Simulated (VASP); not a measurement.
# C3BrN (Pm-3m) in VASP: further runs

C3BrN is run at these levels: PBE; tasks: single point, relaxation of cell and atoms.

Program: VASP 6.6.1. These are calculated values, not measurements. Logs are shortened: lines on timing, memory, paths and dates and some standing lists are left out, and cuts for length are marked.

## (1) The cell of the first run

The structure is cubic, space group Pm-3m (No. 221). The conventional cell has a = 3.670 Å, b = 3.670 Å, c = 3.670 Å, α = 90.00°, β = 90.00°, γ = 90.00°. C (site symmetry 4/mmm) has 2 N at 1.83 Å within 2.4 Å. Within 3.4 Å of Br (site symmetry m-3m) lie 12 C at 2.59 Å and 8 N at 3.18 Å. N (site symmetry m-3m) has 6 C at 1.83 Å within 2.4 Å.

## (2) Single point, PBE, collinear spin, ferromagnetic start

INCAR

```
PREC     = Accurate       # precision mode
ENCUT    = 520            # plane-wave cutoff, eV
EDIFF    = 1E-6           # SCF threshold, eV
ISMEAR   = 0              # smearing method
SIGMA    = 0.1            # smearing width, eV
LREAL    = F              # projectors in reciprocal space
LASPH    = T              # aspherical terms in the spheres
NELM     = 150            # most SCF steps
ALGO     = Normal         # electronic algorithm
ISIF     = 2              # what is computed and relaxed
LWAVE    = F              # write WAVECAR
LCHARG   = T              # write CHGCAR
ISPIN    = 2              # spin polarisation
MAGMOM   = 0.58 0.58 0.58 0 0.55 # initial moments
LORBIT   = 11             # projections on sites
GGA      = PE             # functional
LELF     = T              # ELF
LVHAR    = T            
NBANDS   = 24             # bands
```

KPOINTS

```
Automatic mesh
0
Gamma
  4 4 4
```

POSCAR

```
C3BrN
1.0
    3.6698687529      0.0000000000      0.0000000000
    0.0000000000      3.6698687529      0.0000000000
    0.0000000000      0.0000000000      3.6698687529
C Br N
3 1 1
Direct
    0.0000000000      0.5000000000      0.5000000000
    0.5000000000      0.0000000000      0.5000000000
    0.5000000000      0.5000000000      0.0000000000
    0.0000000000      0.0000000000      0.0000000000
    0.5000000000      0.5000000000      0.5000000000
```

Potentials or basis: VASP PAW PBE potentials, release 64 (C, Br, N).

On the command line:

```console
cat potpaw_PBE.64/C/POTCAR potpaw_PBE.64/Br/POTCAR potpaw_PBE.64/N/POTCAR > POTCAR
mpirun -np 1 vasp_std > vasp.out
```

OUTCAR:

```text
PREC = Accurate
   ENCUT = 520
   EDIFF = 1E-6
   ISMEAR = 0
   LREAL = F
   LASPH = T
   NELM = 150
   ISIF = 2
   ISPIN = 2
   LORBIT = 11
   GGA = PE

 ion  position               nearest neighbor table
   1  0.000  0.500  0.500-   5 1.83   5 1.83
   2  0.500  0.000  0.500-   5 1.83   5 1.83
   3  0.500  0.500  0.000-   5 1.83   5 1.83
   4  0.000  0.000  0.000-
   5  0.500  0.500  0.500-   1 1.83   2 1.83   3 1.83   3 1.83   2 1.83   1 1.83

  LATTYP: Found a simple cubic cell.
 ALAT       =     3.6698687529

  Lattice vectors:

 A1 = (   3.6698687529,   0.0000000000,   0.0000000000)
 A2 = (   0.0000000000,   3.6698687529,   0.0000000000)
 A3 = (   0.0000000000,   0.0000000000,   3.6698687529)

Analysis of symmetry for initial positions (statically):
=====================================================================
 Subroutine PRICEL returns:
 Original cell was already a primitive cell.

 Routine SETGRP: Setting up the symmetry group for a
 simple cubic supercell.

 Subroutine GETGRP returns: Found 48 space group operations
 (whereof 48 operations were pure point group operations)
 out of a pool of 48 trial point group operations.

The static configuration has the point symmetry O_h .

Analysis of symmetry for dynamics (positions and initial velocities):
=====================================================================
 Subroutine PRICEL returns:
 Original cell was already a primitive cell.

 Routine SETGRP: Setting up the symmetry group for a
 simple cubic supercell.

 Subroutine GETGRP returns: Found 48 space group operations
 (whereof 48 operations were pure point group operations)
 out of a pool of 48 trial point group operations.

The dynamic configuration has the point symmetry O_h .

Analysis of structural, dynamic, and magnetic symmetry:
=====================================================================
 Subroutine PRICEL returns:
 Original cell was already a primitive cell.

 Routine SETGRP: Setting up the symmetry group for a
 simple cubic supercell.

 Subroutine GETGRP returns: Found 48 space group operations
 (whereof 48 operations were pure point group operations)
 out of a pool of 48 trial point group operations.

The overall configuration has the point symmetry O_h .

 Subroutine INISYM returns: Found 48 space group operations
 (whereof 48 operations are pure point group operations),
 and found     1 'primitive' translations

----------------------------------------------------------------------------------------

                                     Primitive cell

  volume of cell :      49.4256

  direct lattice vectors                    reciprocal lattice vectors
     3.669868753  0.000000000  0.000000000     0.272489309  0.000000000  0.000000000
     0.000000000  3.669868753  0.000000000     0.000000000  0.272489309  0.000000000
     0.000000000  0.000000000  3.669868753     0.000000000  0.000000000  0.272489309

  length of vectors
     3.669868753  3.669868753  3.669868753     0.272489309  0.272489309  0.272489309

  position of ions in fractional coordinates (direct lattice)
     0.000000000  0.500000000  0.500000000
     0.500000000  0.000000000  0.500000000
     0.500000000  0.500000000  0.000000000
     0.000000000  0.000000000  0.000000000
     0.500000000  0.500000000  0.500000000

  ion indices of the primitive-cell ions
   primitive index   ion index
                 1           1
                 2           2
                 3           3
                 4           4
                 5           5

----------------------------------------------------------------------------------------

 KPOINTS: Automatic mesh

Automatic generation of k-mesh.
 Grid dimensions read from file:
 generate k-points for:    4    4    4

 Generating k-lattice:

  Cartesian coordinates                     Fractional coordinates (reciprocal lattice)
     0.068122327  0.000000000  0.000000000     0.250000000  0.000000000  0.000000000
     0.000000000  0.068122327  0.000000000     0.000000000  0.250000000  0.000000000
     0.000000000  0.000000000  0.068122327     0.000000000  0.000000000  0.250000000

  Length of vectors
     0.068122327  0.068122327  0.068122327

  Shift w.r.t. Gamma in fractional coordinates (k-lattice)
     0.000000000  0.000000000  0.000000000

 Subroutine IBZKPT returns following result:
 ===========================================

 Found     10 irreducible k-points:

 Following reciprocal coordinates:
            Coordinates               Weight
  0.000000  0.000000  0.000000      1.000000
  0.250000  0.000000  0.000000      6.000000
  0.500000  0.000000  0.000000      3.000000
  0.250000  0.250000  0.000000     12.000000
  0.500000  0.250000  0.000000     12.000000
  0.500000  0.500000  0.000000      3.000000
  0.250000  0.250000  0.250000      8.000000
  0.500000  0.250000  0.250000     12.000000
  0.500000  0.500000  0.250000      6.000000
  0.500000  0.500000  0.500000      1.000000
   k-points           NKPTS =     10   k-points in BZ     NKDIM =     10   number of bands    NBANDS=     24
   number of dos      NEDOS =    301   number of ions     NIONS =      5
   total plane-waves  NPLWV =  21952
   dimension x,y,z NGX =    28 NGY =   28 NGZ =   28
   dimension x,y,z NGXF=    56 NGYF=   56 NGZF=   56
   ions per type =               3   1   1
   NGX,Y,Z   is equivalent  to a cutoff of  12.68, 12.68, 12.68 a.u.
   NGXF,Y,Z  is equivalent  to a cutoff of  25.37, 25.37, 25.37 a.u.
 SYSTEM =  unknown system
   PREC   = accura    normal or accurate (medium, high low for compatibility)
   ISTART =      0    job   : 0-new  1-cont  2-samecut
   ICHARG =      2    charge: 1-file 2-atom 10-const
   ISPIN  =      2    spin polarized calculation?
   LNONCOLLINEAR =      F non collinear calculations
   LSORBIT =      F    spin-orbit coupling
   LASPH  =      T    aspherical Exc in radial PAW
   ENCUT  =  520.0 eV  38.22 Ry    6.18 a.u.   6.82  6.82  6.82*2*pi/ulx,y,z
   NELM   =    150;   NELMIN=  2; NELMDL= -5     # of ELM steps
   EDIFF  = 0.1E-05   stopping-criterion for ELM
   LREAL  =      F    real-space projection
   EDIFFG = 0.1E-04   stopping-criterion for IOM
   NSW    =      0    number of steps for IOM
   IBRION =     -1    ionic relax: 0-MD 1-quasi-New 2-CG
   NFREE  =      0    steps in history (QN), initial steepest desc. (CG)
   ISIF   =      2    stress and relaxation
   ISYM   =      2    0-nonsym 1-usesym 2-fastsym
   POTIM  = 0.5000    time-step for ionic-motion
   TEBEG  =    0.0;   TEEND  =   0.0 temperature during run
   PSTRESS=    0.0 pullay stress
   NELECT =      24.0000    total number of electrons
   NUPDOWN=      -1.0000    fix difference up-down
   EMIN   =  10.00;   EMAX   =-10.00  energy-range for DOS
   EFERMI =   0.00;   METHOD = LEGACY
   ISMEAR =     0;   SIGMA  =   0.10  broadening in eV -4-tet -1-fermi 0-gaus
   EFERMI_NEDOS =   21; number of points for ismear=-14 and -15
   IALGO  =     38    algorithm
   IMIX   =      4    mixing-type and parameters
     AMIX     =   0.40;   BMIX     =  1.00
     AMIX_MAG =   1.60;   BMIX_MAG =  1.00
  volume/ion in A,a.u.               =       9.89        66.71
  Fermi-wavevector in a.u.,A,eV,Ry     =   1.286752  2.431608 22.527569  1.655730
  Thomas-Fermi vector in A             =   2.418807
   LORBIT       =     11    0 simple, 1 ext, 2 COOP (PROOUT), +10 PAW based schemes
   GGA     = PE    functional components
   LHFCALC =     F    Hartree Fock is set to
   AEXX    =    0.0000 exact exchange contribution
   IVDW    =     0    specifies the selected vdW correction
   LEPSILON=     F    determine dielectric tensor
   LRPA    =     F    only Hartree local field effects (RPA)
 spin polarized calculation
 Gauss-broadening in eV      SIGMA  =   0.10
  energy-cutoff  :      520.00
  volume of cell :       49.43
 maximum number of plane-waves:      1357
 NGX is ok and might be reduce to    28
   NGX = 13   NGY = 13   NGZ = 13

 number of electron      24.0000000 magnetization       1.3789277

 Free energy of the ion-electron system (eV)
  ---------------------------------------------------
  ext. energy  EPLUGINS =         0.00000000
  ---------------------------------------------------
  free energy    TOTEN  =       -18.99318504 eV

  energy without entropy =      -18.98136496  energy(sigma->0) =      -18.98727500

 E-fermi :   6.8948     XC(G=0): -11.8665

 val. band max:        6.8433012078   @ k =   0.5000   0.5000   0.2500
 cond. band min:       6.9448221010   @ k =   0.0000   0.0000   0.0000
 fundamental gap:      0.1015208932
 Fermi energy:         6.8948161087

 spin component 1

 k-point     1 :       0.0000    0.0000    0.0000
  band No.  band energies     occupation
      1     -13.1113      1.00000
      2      -9.1334      1.00000
      3      -2.0614      1.00000
      4      -2.0614      1.00000
      5      -2.0614      1.00000
      6      -1.4240      1.00000
[... 16 lines left out ...]
     23      16.3415      0.00000
     24      16.3415      0.00000

 k-point     2 :       0.2500    0.0000    0.0000
  band No.  band energies     occupation
      1     -12.6449      1.00000
      2      -9.6923      1.00000
      3      -3.9824      1.00000
      4      -1.6857      1.00000
      5      -1.6857      1.00000
      6      -1.2483      1.00000
[... 16 lines left out ...]
     23      16.9612      0.00000
     24      18.8159      0.00000
[... 187 lines left out ...]
     23      20.8668      0.00000
     24      20.8668      0.00000

 k-point    10 :       0.5000    0.5000    0.5000
  band No.  band energies     occupation
      1     -10.5610      1.00000
      2      -9.6550      1.00000
      3      -4.9967      1.00000
      4      -4.9967      1.00000
      5      -4.9967      1.00000
      6      -1.2990      1.00000
[... 16 lines left out ...]
     23      19.7280      0.00000
     24      21.8298      0.00000
 Fermi energy:         6.8948161087

 spin component 2

 k-point     1 :       0.0000    0.0000    0.0000
  band No.  band energies     occupation
      1     -12.8350      1.00000
      2      -8.9490      1.00000
      3      -1.7849      1.00000
      4      -1.7849      1.00000
      5      -1.7849      1.00000
      6      -0.8790      1.00000
[... 16 lines left out ...]
     23      16.5371      0.00000
     24      16.5371      0.00000

 k-point     2 :       0.2500    0.0000    0.0000
  band No.  band energies     occupation
      1     -12.3686      1.00000
      2      -9.5012      1.00000
      3      -3.5908      1.00000
      4      -1.4141      1.00000
      5      -1.4141      1.00000
      6      -0.6964      1.00000
[... 16 lines left out ...]
     23      17.1565      0.00000
     24      19.0540      0.00000
[... 187 lines left out ...]
     23      21.1375      0.00000
     24      21.1375      0.00000

 k-point    10 :       0.5000    0.5000    0.5000
  band No.  band energies     occupation
      1     -10.2924      1.00000
      2      -9.5322      1.00000
      3      -4.5718      1.00000
      4      -4.5718      1.00000
      5      -4.5718      1.00000
      6      -0.9844      1.00000
[... 16 lines left out ...]
     23      19.9409      0.00000
     24      21.9859      0.00000

------------------------ aborting loop because EDIFF is reached ----------------------------------------

  FORCE on cell =-STRESS in cart. coord.  units (eV):
  Direction    XX          YY          ZZ          XY          YZ          ZX
  --------------------------------------------------------------------------------------
  -------------------------------------------------------------------------------------
  Total       -0.1059697     -0.1059697     -0.1059697     -0.0000000      0.0000000      0.0000000
  in kB       -3.4351112     -3.4351112     -3.4351112     -0.0000000      0.0000000      0.0000000
  external PRESSURE =      -3.4351112 kB  Pullay stress =       0.0000000 kB

 VOLUME and BASIS-vectors are now :
 -----------------------------------------------------------------------------
  energy-cutoff  :      520.00
  volume of cell :       49.43
      direct lattice vectors                 reciprocal lattice vectors
     3.669868753  0.000000000  0.000000000     0.272489309  0.000000000  0.000000000
     0.000000000  3.669868753  0.000000000     0.000000000  0.272489309  0.000000000
     0.000000000  0.000000000  3.669868753     0.000000000  0.000000000  0.272489309

 POSITION                                       TOTAL-FORCE (eV/Angst)
 -----------------------------------------------------------------------------------
      0.00000      1.83493      1.83493         0.000000      0.000000      0.000000
      1.83493      0.00000      1.83493         0.000000      0.000000      0.000000
      1.83493      1.83493      0.00000         0.000000      0.000000      0.000000
      0.00000      0.00000      0.00000         0.000000      0.000000      0.000000
      1.83493      1.83493      1.83493         0.000000      0.000000      0.000000
 -----------------------------------------------------------------------------------
    total drift:                                0.000000      0.000000      0.000000

  FREE ENERGIE OF THE ION-ELECTRON SYSTEM (eV)
  ---------------------------------------------------
  free  energy   TOTEN  =       -18.9931850444 eV

  energy  without entropy=      -18.9813649611  energy(sigma->0) =      -18.98727500

 total charge

# of ion       s       p       d       tot
------------------------------------------
    1        1.026   1.053   0.000   2.079
    2        1.026   1.053   0.000   2.079
    3        1.026   1.053   0.000   2.079
    4        1.686   2.842   0.120   4.648
    5        1.334   2.138   0.000   3.472
--------------------------------------------------
tot          6.097   8.139   0.120  14.356

 magnetization (x)

# of ion       s       p       d       tot
------------------------------------------
    1        0.026   0.179   0.000   0.205
    2        0.026   0.179   0.000   0.205
    3        0.026   0.179   0.000   0.205
    4        0.012   0.078   0.018   0.108
    5        0.009   0.142   0.000   0.151
--------------------------------------------------
tot          0.099   0.756   0.018   0.872
```

Wall time 24 s (1 thread of Intel Xeon Platinum 8559C (Emerald Rapids), shared host); peak memory 0.17 GiB.

What came out:

- Free energy: -18.9932 eV
- Pressure: -0.3 GPa
- Net moment: 1.38 μB per cell
- Site moments: C +0.20; Br +0.11; N +0.15 μB
- Valence electrons inside the program's atomic spheres: C 2.08; Br 4.65; N 3.47

Levels at points of the mesh, in eV from the Fermi level:
Spin up:
```csv
k point,band 8,band 9,band 10,band 11,band 12,band 13,band 14,band 15,band 16,band 17
"(0.00, 0.00, 0.00)",-5.48,-4.13,-4.13,-4.13,0.05,0.05,0.05,3.03,3.03,3.03
"(0.50, 0.00, 0.00)",-5.18,-5.18,-1.64,-1.22,-0.30,-0.23,-0.23,1.19,1.19,1.27
"(0.50, 0.50, 0.00)",-4.70,-3.78,-3.37,-1.74,-1.74,0.09,0.09,1.48,2.21,2.82
"(0.50, 0.50, 0.50)",-8.19,0.59,0.59,0.59,1.56,1.56,2.30,2.30,2.30,2.36
```
Spin down:
```
           k point  band 7  band 8  band 9  band 10  band 11  band 12  band 13  band 14  band 15  band 16
(0.00, 0.00, 0.00)   -7.77   -4.96   -3.91    -3.91    -3.91     0.74     0.74     0.74     3.58     3.58
(0.50, 0.00, 0.00)   -7.38   -4.93   -4.93    -1.08    -0.95     0.31     0.38     0.38     1.71     1.71
(0.50, 0.50, 0.00)   -4.44   -4.44   -3.65    -2.84    -1.16    -1.16     0.64     0.64     1.68     2.95
(0.50, 0.50, 0.50)   -7.88   -7.88    1.06     1.06     1.06     1.76     1.76     2.72     2.72     2.72
```

Caveat: the k points lie up to 0.43 Å⁻¹ apart.

## (3) Relaxation of cell and atoms, PBE, collinear spin, ferromagnetic start

This run uses another cell than the first one, of 18.49 Å³/atom.

INCAR

```
PREC     = Accurate       # precision mode
ENCUT    = 600            # plane-wave cutoff, eV
EDIFF    = 1E-6           # SCF threshold, eV
ISMEAR   = 0              # smearing method
SIGMA    = 0.1            # smearing width, eV
LREAL    = F              # projectors in reciprocal space
LASPH    = T              # aspherical terms in the spheres
NELM     = 150            # most SCF steps
ALGO     = Normal         # electronic algorithm
ISIF     = 3              # what is computed and relaxed
LWAVE    = F              # write WAVECAR
LCHARG   = F              # write CHGCAR
ISPIN    = 2              # spin polarisation
MAGMOM   = 0.58 0.58 0.58 0 0.55 # initial moments
LORBIT   = 11             # projections on sites
GGA      = PE             # functional
IBRION   = 2              # ionic algorithm
NSW      = 90             # ionic steps
EDIFFG   = -0.04          # ionic threshold
```

KPOINTS is that of step 2.

Edit POSCAR of step 2 so:

```diff
@@ -2,5 +2,5 @@
 1.0
-    3.6698687529      0.0000000000      0.0000000000
-    0.0000000000      3.6698687529      0.0000000000
-    0.0000000000      0.0000000000      3.6698687529
+    4.5218294950      0.0000000000      0.0000000000
+    0.0000000000      4.5218294950      0.0000000000
+    0.0000000000      0.0000000000      4.5218294950
 C Br N
```

Potentials or basis: VASP PAW PBE potentials, release 64 (C, Br, N).

On the command line:

```console
cat potpaw_PBE.64/C/POTCAR potpaw_PBE.64/Br/POTCAR potpaw_PBE.64/N/POTCAR > POTCAR
mpirun -np 1 vasp_std > vasp.out
```

Wall time 3.3 min (1 thread of Intel Xeon Platinum 8559C (Emerald Rapids), shared host); peak memory 0.27 GiB.

It converged, with:

| Item | Value |
| --- | --- |
| Free energy | -19.0327 eV |
| Relaxed volume | 9.88 Å³/atom |
| Relaxed cell | a = 3.669 Å, b = 3.669 Å, c = 3.669 Å, α = 90.00°, β = 90.00°, γ = 90.00° |
| Space group after relaxing (to 0.1 Å) | Pm-3m (No. 221) |
| Energy gained by relaxing | 699.9 meV/atom |
| Ionic steps | 7 |
| Pressure after relaxing | -0.3 GPa |
| Net moment | 1.38 μB per cell |
| Site moments | C +0.20; Br +0.11; N +0.15 μB |
| Valence electrons inside the program's atomic spheres | C 2.08; Br 4.65; N 3.43 |

The path:
| step | energy change (eV) | largest force (eV/Å) | pressure (GPa) | volume (Å³) |
| --- | --- | --- | --- | --- |
| 1 | 0.0000 | 0.0000 | -16.28 | 92.46 |
| 2 | -2.3183 | 0.0000 | -14.45 | 69.53 |
| 3 | -3.2312 | 0.0000 | -8.51 | 57.21 |
| 4 | -2.2477 | 0.0000 | 46.50 | 37.11 |
| 5 | -3.4512 | 0.0000 | -4.81 | 52.28 |
| 6 | -3.4892 | 0.0000 | 2.65 | 47.95 |
| 7 | -3.4993 | 0.0000 | -0.26 | 49.38 |

Final structure:
```yaml
crystal:
  lattice:
    - [3.66863, 0.00000, 0.00000]
    - [0.00000, 3.66863, 0.00000]
    - [0.00000, 0.00000, 3.66863]
  atoms:
    - { symbol: C, position: [0.00000, 0.50000, 0.50000] }
    - { symbol: C, position: [0.50000, 0.00000, 0.50000] }
    - { symbol: C, position: [0.50000, 0.50000, 0.00000] }
    - { symbol: Br, position: [0.00000, 0.00000, 0.00000] }
    - { symbol: N, position: [0.50000, 0.50000, 0.50000] }
```

Levels at points of the mesh, in eV from the Fermi level:
Spin up:
| k point | band 10 | band 11 | band 12 | band 13 | band 14 | band 15 |
| --- | --- | --- | --- | --- | --- | --- |
| (0.00, 0.00, 0.00) | -4.13 | -4.13 | 0.05 | 0.05 | 0.05 | 3.03 |
| (0.50, 0.00, 0.00) | -1.65 | -1.22 | -0.30 | -0.23 | -0.23 | 1.19 |
| (0.50, 0.50, 0.00) | -3.37 | -1.75 | -1.75 | 0.09 | 0.09 | 1.48 |
| (0.50, 0.50, 0.50) | 0.59 | 0.59 | 1.56 | 1.56 | 2.30 | 2.30 |
Spin down:
```tsv
k point	band 9	band 10	band 11	band 12	band 13	band 14
(0.00, 0.00, 0.00)	-3.91	-3.91	-3.91	0.74	0.74	0.74
(0.50, 0.00, 0.00)	-4.93	-1.09	-0.94	0.31	0.38	0.38
(0.50, 0.50, 0.00)	-3.65	-2.84	-1.16	-1.16	0.64	0.64
(0.50, 0.50, 0.50)	1.06	1.06	1.06	1.76	1.76	2.72
```

Caveat: the volume moved by over 15 % at a fixed basis, so the end points are rough.
